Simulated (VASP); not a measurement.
# Sb (I4/mmm) in VASP: further runs

Sb is run at these levels: LDA; tasks: single point.

All numbers are computed with VASP 6.6.1; they aren't measurements. Logs are shortened: lines on timing, memory, paths and dates and some standing lists are left out, and cuts for length are marked.

## 1. The cell of the first run

Symmetry: I4/mmm, No. 139, tetragonal system. Conventional cell: a = 3.089 Å, b = 3.089 Å, c = 5.313 Å, α = 90.00°, β = 90.00°, γ = 90.00°. Sb (site symmetry 4/mmm) has 12 Sb at 3.09 to 3.44 Å within 4.1 Å.

## 2. Single point, LDA

Input file INCAR:

```
SYSTEM = Sb
  PREC = Accurate
  ENCUT = 520
  EDIFF = 1E-6
  ISMEAR = -1
  SIGMA = 0.05
  LREAL = .False.
  LASPH = .True.
  NELM = 100
  ALGO = Normal
  ISIF = 2
  LWAVE = .False.
  LCHARG = .True.
  LELF = .True.
  LVHAR = .True.
  NBANDS = 8
```

Input file KPOINTS:

```
regular mesh
0
Gamma
  12 12 12
  0 0 0
```

Input file POSCAR:

```
Sb
1.0
   -1.5443568632      1.5443568632      2.6565772150
    1.5443568632     -1.5443568632      2.6565772150
    1.5443568632      1.5443568632     -2.6565772150
Sb
1
Direct
    0.0000000000      0.0000000000      0.0000000000
```

Potentials or basis: VASP PAW LDA potentials, release 64 (Sb).

The run is started by

```
cat potpaw_LDA.64/Sb/POTCAR > POTCAR
mpirun -np 1 vasp_std > vasp.out
```

OUTCAR:

```text
SYSTEM = Sb
   PREC = Accurate
   ENCUT = 520
   EDIFF = 1E-6
   ISMEAR = -1
   LREAL = .False.
   LASPH = .True.
   NELM = 100
   ISIF = 2

 ion  position               nearest neighbor table
   1  0.000  0.000  0.000-

  LATTYP: Found a body centered tetragonal cell.
 ALAT       =     3.0887137264
 C/A-ratio  =     1.7201835135

  Lattice vectors:

 A1 = (  -1.5443568632,   1.5443568632,   2.6565772150)
 A2 = (   1.5443568632,  -1.5443568632,   2.6565772150)
 A3 = (   1.5443568632,   1.5443568632,  -2.6565772150)

Analysis of symmetry for initial positions (statically):
=====================================================================
 Subroutine PRICEL returns:
 Original cell was already a primitive cell.

 Routine SETGRP: Setting up the symmetry group for a
 body centered tetragonal supercell.

 Subroutine GETGRP returns: Found 16 space group operations
 (whereof 16 operations were pure point group operations)
 out of a pool of 16 trial point group operations.

The static configuration has the point symmetry D_4h.

Analysis of symmetry for dynamics (positions and initial velocities):
=====================================================================
 Subroutine PRICEL returns:
 Original cell was already a primitive cell.

 Routine SETGRP: Setting up the symmetry group for a
 body centered tetragonal supercell.

 Subroutine GETGRP returns: Found 16 space group operations
 (whereof 16 operations were pure point group operations)
 out of a pool of 16 trial point group operations.

The dynamic configuration has the point symmetry D_4h.

 Subroutine INISYM returns: Found 16 space group operations
 (whereof 16 operations are pure point group operations),
 and found     1 'primitive' translations

----------------------------------------------------------------------------------------

                                     Primitive cell

  volume of cell :      25.3442

  direct lattice vectors                    reciprocal lattice vectors
    -1.544356863  1.544356863  2.656577215     0.000000000  0.323759367  0.188212109
     1.544356863 -1.544356863  2.656577215     0.323759367  0.000000000  0.188212109
     1.544356863  1.544356863 -2.656577215     0.323759367  0.323759367  0.000000000

  length of vectors
     3.439110167  3.439110167  3.439110167     0.374491556  0.374491556  0.457864887

  position of ions in fractional coordinates (direct lattice)
     0.000000000  0.000000000  0.000000000

  ion indices of the primitive-cell ions
   primitive index   ion index
                 1           1

----------------------------------------------------------------------------------------

 KPOINTS: regular mesh

Automatic generation of k-mesh.
 Grid dimensions read from file:
 generate k-points for:   12   12   12

 Generating k-lattice:

  Cartesian coordinates                     Fractional coordinates (reciprocal lattice)
     0.000000000  0.026979947  0.015684342     0.083333333  0.000000000  0.000000000
     0.026979947  0.000000000  0.015684342     0.000000000  0.083333333  0.000000000
     0.026979947  0.026979947  0.000000000     0.000000000  0.000000000  0.083333333

  Length of vectors
     0.031207630  0.031207630  0.038155407

  Shift w.r.t. Gamma in fractional coordinates (k-lattice)
     0.000000000  0.000000000  0.000000000

 Subroutine IBZKPT returns following result:
 ===========================================

 Found    163 irreducible k-points:

 Following reciprocal coordinates:
            Coordinates               Weight
  0.000000  0.000000  0.000000      1.000000
  0.083333 -0.000000  0.000000      8.000000
  0.166667 -0.000000  0.000000      8.000000
  0.250000 -0.000000  0.000000      8.000000
  0.333333 -0.000000  0.000000      8.000000
  0.416667  0.000000  0.000000      8.000000
[... 16 lines left out ...]
  0.500000  0.166667  0.000000     16.000000
 -0.416667  0.166667  0.000000     16.000000
 [... further k-points ...]
   k-points           NKPTS =    163   k-points in BZ     NKDIM =    163   number of bands    NBANDS=      8
   number of dos      NEDOS =    301   number of ions     NIONS =      1
   total plane-waves  NPLWV =  21952
   dimension x,y,z NGX =    28 NGY =   28 NGZ =   28
   dimension x,y,z NGXF=    56 NGYF=   56 NGZF=   56
   ions per type =               1
   NGX,Y,Z   is equivalent  to a cutoff of  13.54, 13.54, 13.54 a.u.
   NGXF,Y,Z  is equivalent  to a cutoff of  27.07, 27.07, 27.07 a.u.
 SYSTEM =  Sb
   PREC   = accura    normal or accurate (medium, high low for compatibility)
   ISTART =      0    job   : 0-new  1-cont  2-samecut
   ICHARG =      2    charge: 1-file 2-atom 10-const
   ISPIN  =      1    spin polarized calculation?
   LNONCOLLINEAR =      F non collinear calculations
   LSORBIT =      F    spin-orbit coupling
   LASPH  =      T    aspherical Exc in radial PAW
   ENCUT  =  520.0 eV  38.22 Ry    6.18 a.u.   6.39  6.39  6.39*2*pi/ulx,y,z
   NELM   =    100;   NELMIN=  2; NELMDL= -5     # of ELM steps
   EDIFF  = 0.1E-05   stopping-criterion for ELM
   LREAL  =      F    real-space projection
   EDIFFG = 0.1E-04   stopping-criterion for IOM
   NSW    =      0    number of steps for IOM
   IBRION =     -1    ionic relax: 0-MD 1-quasi-New 2-CG
   NFREE  =      0    steps in history (QN), initial steepest desc. (CG)
   ISIF   =      2    stress and relaxation
   ISYM   =      2    0-nonsym 1-usesym 2-fastsym
   POTIM  = 0.5000    time-step for ionic-motion
   TEBEG  =    0.0;   TEEND  =   0.0 temperature during run
   PSTRESS=    0.0 pullay stress
   NELECT =       5.0000    total number of electrons
   NUPDOWN=      -1.0000    fix difference up-down
   EMIN   =  10.00;   EMAX   =-10.00  energy-range for DOS
   EFERMI =   0.00;   METHOD = LEGACY
   ISMEAR =    -1;   SIGMA  =   0.05  broadening in eV -4-tet -1-fermi 0-gaus
   EFERMI_NEDOS =   21; number of points for ismear=-14 and -15
   IALGO  =     38    algorithm
   IMIX   =      4    mixing-type and parameters
     AMIX     =   0.40;   BMIX     =  1.00
     AMIX_MAG =   1.60;   BMIX_MAG =  1.00
  volume/ion in A,a.u.               =      25.34       171.03
  Fermi-wavevector in a.u.,A,eV,Ry     =   0.953028  1.800961 12.357655  0.908262
  Thomas-Fermi vector in A             =   2.081645
   LORBIT       =      0    0 simple, 1 ext, 2 COOP (PROOUT), +10 PAW based schemes
   GGA     = CA    functional components
   LHFCALC =     F    Hartree Fock is set to
   AEXX    =    0.0000 exact exchange contribution
   IVDW    =     0    specifies the selected vdW correction
   LEPSILON=     F    determine dielectric tensor
   LRPA    =     F    only Hartree local field effects (RPA)
 non-spin polarized calculation
  energy-cutoff  :      520.00
  volume of cell :       25.34
 maximum number of plane-waves:       702
 NGX is ok and might be reduce to    28
   NGX = 13   NGY = 13   NGZ = 13

 number of electron       5.0000000 magnetization

 Free energy of the ion-electron system (eV)
  ---------------------------------------------------
  ext. energy  EPLUGINS =         0.00000000
  ---------------------------------------------------
  free energy    TOTEN  =        -4.55060703 eV

  energy without entropy =       -4.54521223  energy(sigma->0) =       -4.54790963

 E-fermi :   9.2354     XC(G=0): -10.6237

 val. band max:        9.2058661855   @ k =  -0.2500   0.0833  -0.0000
 cond. band min:       9.2646168531   @ k =  -0.3333   0.5000   0.0833
 fundamental gap:      0.0587506676
 Fermi energy:         9.2353600901

 k-point     1 :       0.0000    0.0000    0.0000
  band No.  band energies     occupation
      1      -4.2268      2.00000
      2      14.2326      0.00000
      3      15.0318      0.00000
      4      15.0318      0.00000
      5      18.6104      0.00000
      6      19.9460      0.00000
      7      19.9462      0.00000
      8      19.9513      0.00000

 k-point     2 :       0.0833   -0.0000    0.0000
  band No.  band energies     occupation
      1      -4.0794      2.00000
      2      13.4738      0.00000
      3      14.1186      0.00000
      4      14.9959      0.00000
      5      18.4401      0.00000
      6      18.9702      0.00000
      7      19.8788      0.00000
      8      20.1759      0.00000

 k-point     3 :       0.1667   -0.0000    0.0000
  band No.  band energies     occupation
      1      -3.6389      2.00000
      2      11.0838      0.00000
      3      13.2336      0.00000
      4      14.9243      0.00000
      5      17.3498      0.00000
      6      18.8244      0.00000
      7      20.7859      0.00000
      8      20.8169      0.00000

 k-point     4 :       0.2500   -0.0000    0.0000
  band No.  band energies     occupation
      1      -2.9126      2.00000
      2       8.4930      2.00000
      3      12.3870      0.00000
      4      14.8804      0.00000
      5      16.5183      0.00000
      6      18.7193      0.00000
      7      21.3126      0.00000
      8      22.1626      0.00000

 k-point     5 :       0.3333   -0.0000    0.0000
  band No.  band energies     occupation
      1      -1.9262      2.00000
      2       6.0838      2.00000
      3      11.6991      0.00000
      4      14.8929      0.00000
      5      15.9365      0.00000
      6      18.8189      0.00000
      7      20.7654      0.00000
      8      21.5053      0.00000
[... 177 lines left out ...]
 k-point    22 :       0.4167    0.1667    0.0000
  band No.  band energies     occupation
      1       0.2048      2.00000
      2       3.9161      2.00000
      3      10.0301      0.00000
      4      11.6574      0.00000
      5      16.1325      0.00000
      6      17.7444      0.00000
      7      21.9613      0.00000
      8      23.0746      0.00000

 k-point    23 :       0.5000    0.1667    0.0000
  band No.  band energies     occupation
      1       0.2275      2.00000
      2       3.8712      2.00000
      3      10.2173      0.00000
      4      11.9123      0.00000
      5      15.8207      0.00000
      6      17.6296      0.00000
      7      21.4394      0.00000
      8      22.7502      0.00000

 k-point    24 :      -0.4167    0.1667    0.0000
  band No.  band energies     occupation
      1      -0.8150      2.00000
      2       5.4605      2.00000
      3      10.5916      0.00000
      4      12.2590      0.00000
      5      15.9201      0.00000
      6      17.7492      0.00000
      7      19.8357      0.00000
      8      22.9886      0.00000

 [... further k-points ...]
[... 5 lines left out ...]
  --------------------------------------------------------------------------------------
  -------------------------------------------------------------------------------------
  Total        0.3800408      0.3800408      0.2000695      0.0000000     -0.0000000      0.0000000
  in kB       24.0249807     24.0249807     12.6477653      0.0000000     -0.0000000      0.0000000
  external PRESSURE =      20.2325755 kB  Pullay stress =       0.0000000 kB

 VOLUME and BASIS-vectors are now :
 -----------------------------------------------------------------------------
  energy-cutoff  :      520.00
  volume of cell :       25.34
      direct lattice vectors                 reciprocal lattice vectors
    -1.544356863  1.544356863  2.656577215     0.000000000  0.323759367  0.188212109
     1.544356863 -1.544356863  2.656577215     0.323759367  0.000000000  0.188212109
     1.544356863  1.544356863 -2.656577215     0.323759367  0.323759367  0.000000000

 POSITION                                       TOTAL-FORCE (eV/Angst)
 -----------------------------------------------------------------------------------
      0.00000      0.00000      0.00000        -0.000000      0.000000      0.000000
 -----------------------------------------------------------------------------------
    total drift:                                0.000000      0.000000      0.000000

  FREE ENERGIE OF THE ION-ELECTRON SYSTEM (eV)
  ---------------------------------------------------
  free  energy   TOTEN  =        -4.5506070321 eV

  energy  without entropy=       -4.5452122266  energy(sigma->0) =       -4.54790963
```

Run time: 13 s. Hardware: 1 thread of Intel Xeon 6975P-C (Granite Rapids), shared host; peak memory 0.16 GiB.

What came out:

| Quantity | Value |
| --- | --- |
| Free energy | -4.5506 eV |
| Pressure | 2.0 GPa |

Stress tensor (GPa, compression positive):
```
2.40 0.00 0.00
0.00 2.40 0.00
0.00 0.00 1.26
```

Levels at points of the mesh, in eV from the Fermi level:
```
           k point  band 1  band 2  band 3  band 4  band 5  band 6  band 7  band 8
(0.00, 0.00, 0.00)  -13.46    5.00    5.80    5.80    9.38   10.71   10.71   10.72
(0.50, 0.00, 0.00)   -9.31   -6.18    1.87    5.73    6.24   10.36   10.59   10.71
(0.50, 0.50, 0.00)   -6.59   -4.68   -1.08    0.58    3.50    4.36   15.21   15.94
(0.50, 0.50, 0.50)   -9.45   -6.05    2.20    2.20    5.93    6.29   17.17   17.17
```

Caveat: spin-orbit coupling is left out, which moves the levels of the heavy elements.

[end of part 1 of 3]
